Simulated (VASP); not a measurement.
# As (P6_3/mmc) in VASP: notebook

Runs on As. Level: revPBE. Tasks: single point.

Program: VASP 6.6.1. These are calculated values, not measurements. Logs are shortened: lines on timing, memory, paths and dates and some standing lists are left out, and cuts for length are marked.

## (1) The cell of the first run

The structure is hexagonal, space group P6_3/mmc (No. 194). Conventional cell: a = 3.173 Å, b = 3.173 Å, c = 4.838 Å, α = 90.00°, β = 90.00°, γ = 120.00°. Within 4.0 Å of As (site symmetry -6m2) lie 12 As at 3.03 to 3.17 Å.

## (2) Single point, revPBE (volume scaled by 1.08)

INCAR

```
SYSTEM = As
  PREC = Accurate
  ENCUT = 520
  EDIFF = 1E-7
  ISMEAR = -1
  SIGMA = 0.1
  LREAL = .False.
  LASPH = .True.
  NELM = 100
  ALGO = Normal
  ISIF = 2
  LWAVE = .False.
  LCHARG = .True.
  GGA = RE
  LELF = .True.
  LVHAR = .True.
  NBANDS = 12
```

KPOINTS

```
regular mesh
0
Gamma
  13 13 8
  0 0 0
```

POSCAR

```
As
1.0
    3.1726911637      0.0000000000      0.0000000000
   -1.5863455818      2.7476311462      0.0000000000
    0.0000000000      0.0000000000      4.8380869799
As
2
Direct
    0.3333333333      0.6666666667      0.2500000000
    0.6666666667      0.3333333333      0.7500000000
```

Potentials or basis: VASP PAW PBE potentials, release 64 (As).

On the command line:

```sh
cat potpaw_PBE.64/As/POTCAR > POTCAR
mpirun -np 1 vasp_std > vasp.out
```

OUTCAR:

```text
SYSTEM = As
   PREC = Accurate
   ENCUT = 520
   EDIFF = 1E-7
   ISMEAR = -1
   LREAL = .False.
   LASPH = .True.
   NELM = 100
   ISIF = 2
   GGA = RE

 ion  position               nearest neighbor table
   1  0.333  0.667  0.250-
   2  0.667  0.333  0.750-

  LATTYP: Found a hexagonal cell.
 ALAT       =     3.1726911637
 C/A-ratio  =     1.5249158302

  Lattice vectors:

 A1 = (   3.1726911637,   0.0000000000,   0.0000000000)
 A2 = (  -1.5863455818,   2.7476311462,   0.0000000000)
 A3 = (   0.0000000000,   0.0000000000,   4.8380869799)

Analysis of symmetry for initial positions (statically):
=====================================================================
 Subroutine PRICEL returns:
 Original cell was already a primitive cell.

 Routine SETGRP: Setting up the symmetry group for a
 hexagonal supercell.

 Subroutine GETGRP returns: Found 24 space group operations
 (whereof 12 operations were pure point group operations)
 out of a pool of 24 trial point group operations.

The static configuration has the point symmetry D_3d.
 The point group associated with its full space group is D_6h.

Analysis of symmetry for dynamics (positions and initial velocities):
=====================================================================
 Subroutine PRICEL returns:
 Original cell was already a primitive cell.

 Routine SETGRP: Setting up the symmetry group for a
 hexagonal supercell.

 Subroutine GETGRP returns: Found 24 space group operations
 (whereof 12 operations were pure point group operations)
 out of a pool of 24 trial point group operations.

The dynamic configuration has the point symmetry D_3d.
 The point group associated with its full space group is D_6h.

 Subroutine INISYM returns: Found 24 space group operations
 (whereof 12 operations are pure point group operations),
 and found     1 'primitive' translations

----------------------------------------------------------------------------------------

                                     Primitive cell

  volume of cell :      42.1755

  direct lattice vectors                    reciprocal lattice vectors
     3.172691164  0.000000000  0.000000000     0.315189834  0.181974935  0.000000000
    -1.586345582  2.747631146  0.000000000     0.000000000  0.363949871  0.000000000
     0.000000000  0.000000000  4.838086980     0.000000000  0.000000000  0.206693266

  length of vectors
     3.172691164  3.172691164  4.838086980     0.363949871  0.363949871  0.206693266

  position of ions in fractional coordinates (direct lattice)
     0.333333333  0.666666667  0.250000000
     0.666666667  0.333333333  0.750000000

  ion indices of the primitive-cell ions
   primitive index   ion index
                 1           1
                 2           2

----------------------------------------------------------------------------------------

 KPOINTS: regular mesh

Automatic generation of k-mesh.
 Grid dimensions read from file:
 generate k-points for:   13   13    8

 Generating k-lattice:

  Cartesian coordinates                     Fractional coordinates (reciprocal lattice)
     0.024245372  0.013998072  0.000000000     0.076923077  0.000000000  0.000000000
     0.000000000  0.027996144  0.000000000     0.000000000  0.076923077  0.000000000
     0.000000000  0.000000000  0.025836658     0.000000000  0.000000000  0.125000000

  Length of vectors
     0.027996144  0.027996144  0.025836658

  Shift w.r.t. Gamma in fractional coordinates (k-lattice)
     0.000000000  0.000000000  0.000000000

 Subroutine IBZKPT returns following result:
 ===========================================

 Found    105 irreducible k-points:

 Following reciprocal coordinates:
            Coordinates               Weight
  0.000000  0.000000  0.000000      1.000000
  0.076923  0.000000  0.000000      6.000000
  0.153846  0.000000  0.000000      6.000000
  0.230769  0.000000  0.000000      6.000000
  0.307692  0.000000  0.000000      6.000000
  0.384615  0.000000  0.000000      6.000000
[... 16 lines left out ...]
  0.076923  0.000000  0.125000     12.000000
  0.153846  0.000000  0.125000     12.000000
 [... further k-points ...]
   k-points           NKPTS =    105   k-points in BZ     NKDIM =    105   number of bands    NBANDS=     12
   number of dos      NEDOS =    301   number of ions     NIONS =      2
   total plane-waves  NPLWV =  20736
   dimension x,y,z NGX =    24 NGY =   24 NGZ =   36
   dimension x,y,z NGXF=    48 NGYF=   48 NGZF=   72
   ions per type =               2
   NGX,Y,Z   is equivalent  to a cutoff of  12.58, 12.58, 12.37 a.u.
   NGXF,Y,Z  is equivalent  to a cutoff of  25.15, 25.15, 24.74 a.u.
 SYSTEM =  As
   PREC   = accura    normal or accurate (medium, high low for compatibility)
   ISTART =      0    job   : 0-new  1-cont  2-samecut
   ICHARG =      2    charge: 1-file 2-atom 10-const
   ISPIN  =      1    spin polarized calculation?
   LNONCOLLINEAR =      F non collinear calculations
   LSORBIT =      F    spin-orbit coupling
   LASPH  =      T    aspherical Exc in radial PAW
   ENCUT  =  520.0 eV  38.22 Ry    6.18 a.u.   5.90  5.90  9.00*2*pi/ulx,y,z
   NELM   =    100;   NELMIN=  2; NELMDL= -5     # of ELM steps
   EDIFF  = 0.1E-06   stopping-criterion for ELM
   LREAL  =      F    real-space projection
   EDIFFG = 0.1E-05   stopping-criterion for IOM
   NSW    =      0    number of steps for IOM
   IBRION =     -1    ionic relax: 0-MD 1-quasi-New 2-CG
   NFREE  =      0    steps in history (QN), initial steepest desc. (CG)
   ISIF   =      2    stress and relaxation
   ISYM   =      2    0-nonsym 1-usesym 2-fastsym
   POTIM  = 0.5000    time-step for ionic-motion
   TEBEG  =    0.0;   TEEND  =   0.0 temperature during run
   PSTRESS=    0.0 pullay stress
   NELECT =      10.0000    total number of electrons
   NUPDOWN=      -1.0000    fix difference up-down
   EMIN   =  10.00;   EMAX   =-10.00  energy-range for DOS
   EFERMI =   0.00;   METHOD = LEGACY
   ISMEAR =    -1;   SIGMA  =   0.10  broadening in eV -4-tet -1-fermi 0-gaus
   EFERMI_NEDOS =   21; number of points for ismear=-14 and -15
   IALGO  =     38    algorithm
   IMIX   =      4    mixing-type and parameters
     AMIX     =   0.40;   BMIX     =  1.00
     AMIX_MAG =   1.60;   BMIX_MAG =  1.00
  volume/ion in A,a.u.               =      21.09       142.31
  Fermi-wavevector in a.u.,A,eV,Ry     =   1.013261  1.914787 13.969085  1.026699
  Thomas-Fermi vector in A             =   2.146420
   LORBIT       =      0    0 simple, 1 ext, 2 COOP (PROOUT), +10 PAW based schemes
   GGA     = RE    functional components
   LHFCALC =     F    Hartree Fock is set to
   AEXX    =    0.0000 exact exchange contribution
   IVDW    =     0    specifies the selected vdW correction
   LEPSILON=     F    determine dielectric tensor
   LRPA    =     F    only Hartree local field effects (RPA)
 non-spin polarized calculation
  energy-cutoff  :      520.00
  volume of cell :       42.18
 maximum number of plane-waves:      1156
 NGX is ok and might be reduce to    24
   NGX = 11   NGY = 11   NGZ = 17

 number of electron      10.0000001 magnetization

 Free energy of the ion-electron system (eV)
  ---------------------------------------------------
  ext. energy  EPLUGINS =         0.00000000
  ---------------------------------------------------
  free energy    TOTEN  =        -7.63220078 eV

  energy without entropy =       -7.59004277  energy(sigma->0) =       -7.61112178

 E-fermi :   5.4588     XC(G=0): -10.3002

 val. band max:        5.4552719422   @ k =   0.4615   0.0000   0.0000
 cond. band min:       5.4681129471   @ k =   0.2308   0.2308   0.0000
 fundamental gap:      0.0128410048
 Fermi energy:         5.4587896057

 k-point     1 :       0.0000    0.0000    0.0000
  band No.  band energies     occupation
      1      -8.7889      2.00000
      2      -4.3206      2.00000
      3      -0.3970      2.00000
      4       8.2438      0.00000
      5       8.2438      0.00000
      6       9.9964      0.00000
      7       9.9964      0.00000
      8      11.2951      0.00000
      9      13.3463      0.00000
     10      16.2574      0.00000
     11      16.8785      0.00000
     12      16.8785      0.00000

 k-point     2 :       0.0769    0.0000    0.0000
  band No.  band energies     occupation
      1      -8.6834      2.00000
      2      -4.2406      2.00000
      3      -0.2873      2.00000
      4       7.3199      0.00000
      5       7.9249      0.00000
      6       9.5043      0.00000
      7      10.0754      0.00000
      8      11.0984      0.00000
      9      13.9708      0.00000
     10      15.6792      0.00000
     11      17.0529      0.00000
     12      17.6595      0.00000

 k-point     3 :       0.1538    0.0000    0.0000
  band No.  band energies     occupation
      1      -8.3691      2.00000
      2      -4.0124      2.00000
      3       0.0397      2.00000
      4       5.5278      0.66781
      5       7.2735      0.00000
      6       8.2933      0.00000
      7      10.0593      0.00000
      8      10.4843      0.00000
      9      13.6544      0.00000
     10      16.2513      0.00000
     11      17.1504      0.00000
     12      17.6834      0.00000
[... 286 lines left out ...]
 k-point    23 :       0.0769    0.0000    0.1250
  band No.  band energies     occupation
      1      -8.5906      2.00000
      2      -4.6722      2.00000
      3       0.3136      2.00000
      4       7.3965      0.00000
      5       7.9946      0.00000
      6       9.3545      0.00000
      7       9.9837      0.00000
      8      10.6065      0.00000
      9      14.0414      0.00000
     10      15.6354      0.00000
     11      16.7869      0.00000
     12      17.3858      0.00000

 k-point    24 :       0.1538    0.0000    0.1250
  band No.  band energies     occupation
      1      -8.2769      2.00000
      2      -4.4238      2.00000
      3       0.6051      2.00000
      4       5.6279      0.31133
      5       7.3518      0.00000
      6       8.0447      0.00000
      7       9.9074      0.00000
      8      10.2301      0.00000
      9      13.6946      0.00000
     10      16.3170      0.00000
     11      16.6487      0.00000
     12      17.3645      0.00000

 [... further k-points ...]
[... 5 lines left out ...]
  --------------------------------------------------------------------------------------
  -------------------------------------------------------------------------------------
  Total       -1.2890556     -1.2890556     -1.1453820     -0.0000000     -0.0000000      0.0000000
  in kB      -48.9691248    -48.9691248    -43.5111984     -0.0000000     -0.0000000      0.0000000
  external PRESSURE =     -47.1498160 kB  Pullay stress =       0.0000000 kB

 VOLUME and BASIS-vectors are now :
 -----------------------------------------------------------------------------
  energy-cutoff  :      520.00
  volume of cell :       42.18
      direct lattice vectors                 reciprocal lattice vectors
     3.172691164  0.000000000  0.000000000     0.315189834  0.181974935  0.000000000
    -1.586345582  2.747631146  0.000000000     0.000000000  0.363949871  0.000000000
     0.000000000  0.000000000  4.838086980     0.000000000  0.000000000  0.206693266

 POSITION                                       TOTAL-FORCE (eV/Angst)
 -----------------------------------------------------------------------------------
     -0.00000      1.83175      1.20952        -0.000000     -0.000000      0.000000
      1.58635      0.91588      3.62857         0.000000      0.000000      0.000000
 -----------------------------------------------------------------------------------
    total drift:                               -0.000000      0.000000      0.000000

  FREE ENERGIE OF THE ION-ELECTRON SYSTEM (eV)
  ---------------------------------------------------
  free  energy   TOTEN  =        -7.6322007839 eV

  energy  without entropy=       -7.5900427733  energy(sigma->0) =       -7.61112178
```

Run time: 22 s. Hardware: 1 thread of Intel Xeon Platinum 8488C (Sapphire Rapids), shared host; peak memory 0.18 GiB.

What came out:

```
Free energy            : -7.6322 eV
Pressure               : -4.7 GPa
Band gap on the k mesh : zero (band 5 reaches 9.12 eV, above the bottom of band 6 at 2.47 eV)
```

Stress tensor (GPa, compression positive):
```
-4.90  0.00  0.00
 0.00 -4.90  0.00
 0.00  0.00 -4.35
```

Levels at points of the mesh, in eV from the Fermi level:
```
           k point  band 1  band 2  band 3  band 4  band 5  band 6  band 7  band 8  band 9  band 10
(0.00, 0.00, 0.00)  -14.25   -9.78   -5.86    2.79    2.79    4.54    4.54    5.84    7.89    10.80
(0.00, 0.00, 0.50)  -12.78  -12.78   -0.20   -0.20    3.66    3.66    3.66    3.66    9.42     9.42
```

Caveat: the cell differs from its parent crystal (volume scaled by 1.08); the PAW data sets were made with another functional, which shifts forces and pressure a little.

## (3) Single point, revPBE (volume scaled by 1.12)

INCAR

```
PREC = Accurate
ENCUT = 520
EDIFF = 1E-6
ISMEAR = -1
SIGMA = 0.1
LREAL = False
LASPH = True
NELM = 80
ALGO = Normal
ISIF = 2
LWAVE = False
LCHARG = False
GGA = RE
NBANDS = 12
```

KPOINTS

```
regular mesh
0
Gamma
  13 13 8
```

POSCAR

```
As
1.0
    3.2113863330      0.0000000000      0.0000000000
   -1.6056931665      2.7811421457      0.0000000000
    0.0000000000      0.0000000000      4.8970938560
As
2
Direct
    0.3333333333      0.6666666667      0.2500000000
    0.6666666667      0.3333333333      0.7500000000
```

Potentials or basis: VASP PAW PBE potentials, release 64 (As).

On the command line:

```sh
cat potpaw_PBE.64/As/POTCAR > POTCAR
mpirun -np 1 vasp_std > vasp.out
```

OUTCAR:

```text
PREC = Accurate
   ENCUT = 520
   EDIFF = 1E-6
   ISMEAR = -1
   LREAL = False
   LASPH = True
   NELM = 80
   ISIF = 2
   GGA = RE

 ion  position               nearest neighbor table
   1  0.333  0.667  0.250-
   2  0.667  0.333  0.750-

  LATTYP: Found a hexagonal cell.
 ALAT       =     3.2113863330
 C/A-ratio  =     1.5249158302

  Lattice vectors:

 A1 = (   3.2113863330,   0.0000000000,   0.0000000000)
[... 537 lines left out ...]
      3       0.4015      2.00000
      4       5.2469      0.33319
      5       6.8947      0.00000
      6       7.5047      0.00000
      7       9.3092      0.00000
      8       9.6351      0.00000
      9      13.2489      0.00000
     10      15.7419      0.00000
     11      16.1016      0.00000
     12      16.8576      0.00000

 [... further k-points ...]
[... 5 lines left out ...]
  --------------------------------------------------------------------------------------
  -------------------------------------------------------------------------------------
  Total       -1.8053159     -1.8053159     -1.7432888      0.0000000      0.0000000      0.0000000
  in kB      -66.1316903    -66.1316903    -63.8595343      0.0000000      0.0000000      0.0000000
  external PRESSURE =     -65.3743049 kB  Pullay stress =       0.0000000 kB

 VOLUME and BASIS-vectors are now :
 -----------------------------------------------------------------------------
  energy-cutoff  :      520.00
  volume of cell :       43.74
      direct lattice vectors                 reciprocal lattice vectors
     3.211386333  0.000000000  0.000000000     0.311391996  0.179782253  0.000000000
    -1.605693167  2.781142146  0.000000000     0.000000000  0.359564505  0.000000000
     0.000000000  0.000000000  4.897093856     0.000000000  0.000000000  0.204202743

 POSITION                                       TOTAL-FORCE (eV/Angst)
 -----------------------------------------------------------------------------------
     -0.00000      1.85409      1.22427         0.000000     -0.000000      0.000000
      1.60569      0.92705      3.67282        -0.000000      0.000000      0.000000
 -----------------------------------------------------------------------------------
    total drift:                               -0.000000      0.000000      0.000000

  FREE ENERGIE OF THE ION-ELECTRON SYSTEM (eV)
  ---------------------------------------------------
  free  energy   TOTEN  =        -7.5771261743 eV

  energy  without entropy=       -7.5338902532  energy(sigma->0) =       -7.55550821
```

stdout:

```text
POSCAR found type information on POSCAR As
 POSCAR found :  1 types and       2 ions
 scaLAPACK will be used
 -----------------------------------------------------------------------------
|                                                                             |
|                                                                             |
|     You enforced a specific xc type in the INCAR file but a different       |
|     I HOPE YOU KNOW WHAT YOU ARE DOING!                                     |
|                                                                             |
 -----------------------------------------------------------------------------

 LDA part: xc-table for (Slater+PW92), standard interpolation
 POSCAR, INCAR and KPOINTS ok, starting setup
 FFT: planning ... GRIDC
 FFT: planning ... GRID_SOFT
 FFT: planning ... GRID
 WAVECAR not read
 entering main loop
```

Wall time 17 s (1 thread of Intel Xeon Platinum 8488C (Sapphire Rapids), shared host); peak memory 0.18 GiB.

What came out:

| Quantity | Value |
| --- | --- |
| Free energy | -7.5771 eV |
| Pressure | -6.5 GPa |
| Band gap on the k mesh | zero (band 5 reaches 8.56 eV, above the bottom of band 6 at 2.24 eV) |

Stress tensor (GPa, compression positive):
```
-6.61  0.00  0.00
 0.00 -6.61  0.00
 0.00  0.00 -6.39
```

Levels at points of the mesh, in eV from the Fermi level:
```tsv
k point	band 3	band 4	band 5	band 6	band 7	band 8
(0.00, 0.00, 0.00)	-5.62	2.65	2.65	4.32	4.32	5.54
(0.00, 0.00, 0.50)	-0.26	-0.26	3.48	3.48	3.48	3.48
```

Caveat: the cell differs from its parent crystal (volume scaled by 1.12); the PAW data sets were made with another functional, which shifts forces and pressure a little.

## (4) Single point, revPBE

This run uses another cell than the first one, of 19.53 Å³/atom, 0.926 times its volume.

INCAR

```
SYSTEM = As
PREC     = Accurate       ! precision mode
ENCUT    = 520            ! plane-wave cutoff, eV
EDIFF    = 1E-6           ! SCF threshold, eV
ISMEAR   = -1             ! smearing method
SIGMA    = 0.1            ! smearing width, eV
LREAL    = .False.        ! projectors in reciprocal space
LASPH    = .True.         ! aspherical terms in the spheres
NELM     = 100            ! most SCF steps
ALGO     = Normal         ! electronic algorithm
ISIF     = 2              ! what is computed and relaxed
LWAVE    = .False.        ! write WAVECAR
LCHARG   = .False.        ! write CHGCAR
GGA      = RE             ! functional
NBANDS   = 12             ! bands
```

KPOINTS

```
Automatic mesh
0
Gamma
  19 19 11
  0 0 0
```

POSCAR

```
As
1.0
    3.0923350802      0.0000000000      0.0000000000
   -1.5461675401      2.6780407365      0.0000000000
    0.0000000000      0.0000000000      4.7155507160
As
2
Direct
    0.3333333333      0.6666666667      0.2500000000
    0.6666666667      0.3333333333      0.7500000000
```

On the command line:

```sh
cat potpaw_PBE.64/As/POTCAR > POTCAR
mpirun -np 1 vasp_std > vasp.out
```

Wall time 36 s (1 thread of Intel Xeon Platinum 8488C (Sapphire Rapids), shared host); peak memory 0.22 GiB.

Results (log left out):

* Free energy: -7.6788 eV
* Pressure: 0.2 GPa
* Band gap on the k mesh: zero (band 5 reaches 10.21 eV, above the bottom of band 6 at 3.14 eV)

Stress tensor (GPa, compression positive):
```
0.05 0.00 0.00
0.00 0.05 0.00
0.00 0.00 0.48
```

Levels at points of the mesh, in eV from the Fermi level:
```
           k point  band 2  band 3  band 4  band 5  band 6  band 7  band 8  band 9
(0.00, 0.00, 0.00)   -9.89   -6.38    3.08    3.08    5.01    5.01    6.50    8.24
```

Caveat: the PAW data sets were made with another functional, which shifts forces and pressure a little.

## (5) Overview

| cell | k mesh | gap on the mesh (eV) | pressure (GPa) |
| --- | --- | --- | --- |
| a = 3.173, b = 3.173, c = 4.838 Å, angles 90.0, 90.0, 120.0°, 2 atoms | 13 × 13 × 8 | none | -4.7 |
| a = 3.211, b = 3.211, c = 4.897 Å, angles 90.0, 90.0, 120.0°, 2 atoms | 13 × 13 × 8 | none | -6.5 |
| a = 3.092, b = 3.092, c = 4.716 Å, angles 90.0, 90.0, 120.0°, 2 atoms | 19 × 19 × 11 | none | 0.2 |

Alike in all rows: task single point; level revPBE; potentials or basis VASP PAW PBE potentials, release 64 (As); no spin polarisation; cutoff (eV) 520; smearing fermi-dirac 0.1 eV.

Caveats: the PAW data sets were made with another functional, which shifts forces and pressure a little.

Absolute energies hang on the potentials; compare differences alone.
